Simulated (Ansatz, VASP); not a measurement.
**One calculation of CaSe, two programs**

File POSCAR:

```
CaSe
1.0
    0.0000000000      2.9271245900      2.9271245900
    2.9271245900      0.0000000000      2.9271245900
    2.9271245900      2.9271245900      0.0000000000
Ca Se
1 1
Direct
    0.0000000000      0.0000000000      0.0000000000
    0.5000000000      0.5000000000      0.5000000000
```

Contents of INCAR.step1:

```
ALGO = Normal
EDIFF = 1E-4
ENCUT = 520
GGA = PE
ISMEAR = -1
LASPH = True
LCHARG = False
LREAL = False
LWAVE = True
NELM = 60
PREC = Accurate
SIGMA = 0.02
```

Contents of INCAR.step2:

```
ALGO = Normal
EDIFF = 1E-6
EDIFFG = -0.01
ENCUT = 520
IBRION = 2
ISIF = 2
ISMEAR = -1
ISTART = 1
LASPH = True
LCHARG = False
LMIXTAU = True
LREAL = False
LWAVE = False
METAGGA = R2SCAN
NELM = 60
NSW = 50
PREC = Accurate
SIGMA = 0.02
```

KPOINTS

```
k-points
0
Gamma
  8 8 8
```

Input for Ansatz:

```yaml
crystal:
  lattice:
    - [0.0, 2.92712459, 2.92712459]
    - [2.92712459, 0.0, 2.92712459]
    - [2.92712459, 2.92712459, 0.0]
  atoms:
    - { symbol: Ca, position: [0.0, 0.0, 0.0] }
    - { symbol: Se, position: [0.5, 0.5, 0.5] }
  symmetry: { tolerance: 0.0003 }
hamiltonian:
  xc: r2scan
  pseudopotentials: { kind: paw, azcp: { folder: soft_1 } }
basis:
  ecutwfc: 500
magnetization:
  spin_polarized: false
scf:
  occupations: { method: fermi_dirac, width: 0.02 }
kpoints:
  mp_grid: { grid: [8, 8, 8], shift: [0, 0, 0] }
  band_path:
    path:
      - [0.0, 0.0, 0.0]
      - [0.5, 0.0, 0.5]
      - [0.625, 0.25, 0.625]
      - [0.375, 0.375, 0.75]
      - [0.0, 0.0, 0.0]
      - [0.5, 0.5, 0.5]
      - [0.5, 0.25, 0.75]
      - [0.5, 0.0, 0.5]
    npoints: 10
output:
  forces: true
  stress: true
  eigenvalues: true
  write_potential: true
  elf: true
  volumetric_format: npy
  dos: { e_range: [-12, 8], de: 0.05 }
relax:
  max_steps: 30
```

Alike in both runs: task relaxation of the atoms; functional r2SCAN; k mesh 8 × 8 × 8; occupations fermi-dirac, width 0.02 eV; no spin polarisation.

```csv
,VASP,Ansatz
version,VASP 6.6.1,Ansatz 0.2.0
potentials or method,"VASP PAW PBE potentials, release 64 (Ca_sv, Se), cutoff 520 eV",PAW plane waves
valence electrons in the cell,16,26
```

|  | VASP | Ansatz | Ansatz less VASP |
| --- | --- | --- | --- |
| gap on the k mesh at the Fermi level, each at its own relaxed structure (eV) | 2.41 | 2.42 | +0.001 |

VASP's potentials were made for PBE, not for r2SCAN. VASP's potentials hold 16 valence electrons a cell and Ansatz's 26, so a difference there can come from the potentials and not from the codes. Ansatz's warnings: stress scf threshold loose.

Noted on VASP's run: the relaxation stopped at its first step, so nothing moved.
